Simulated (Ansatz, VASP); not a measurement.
C: VASP beside Ansatz

```
CELL_PARAMETERS angstrom
-2.51949 0.00000 0.00000
-1.25975 -2.18194 0.00000
0.00013 0.00007 10.36682
ATOMIC_POSITIONS crystal
C 0.73346 0.73346 0.87418
C 0.73346 0.73346 0.72522
C 0.06677 0.06677 0.12575
C 0.73345 0.73345 0.47365
C 0.06678 0.06678 0.27480
C 0.73344 0.73344 0.32460
C 0.06680 0.06680 0.92428
C 0.40012 0.40012 0.67512
C 0.40010 0.40010 0.07566
C 0.40012 0.40012 0.52374
```

Alike in both runs: task single point; functional PBE; k mesh 10 × 10 × 3; occupations gaussian, width 0.05 eV; no spin polarisation.

|  | VASP | Ansatz |
| --- | --- | --- |
| version | VASP 6.6.1 | Ansatz 0.2.0 |
| potentials or method | VASP PAW PBE potentials, release 64 (C), cutoff 520 eV | scalar-relativistic, plane waves, PAW |
| valence electrons in the cell | 40 | 40 |

```csv
,VASP,Ansatz,Ansatz less VASP
gap on the k mesh at the Fermi level (eV),none,none,-
pressure (GPa),5.2,4.6,-0.63
"traceless stress, the component that is largest in VASP (GPa)",21.01,21.12,+0.113
rms of the force components (eV/Å),0.997,1.004,+0.0068
```

Atom by atom the forces differ by 0.007 eV/Å (rms over components). A gap of «none» marks a metal or a gap that the smearing closes.
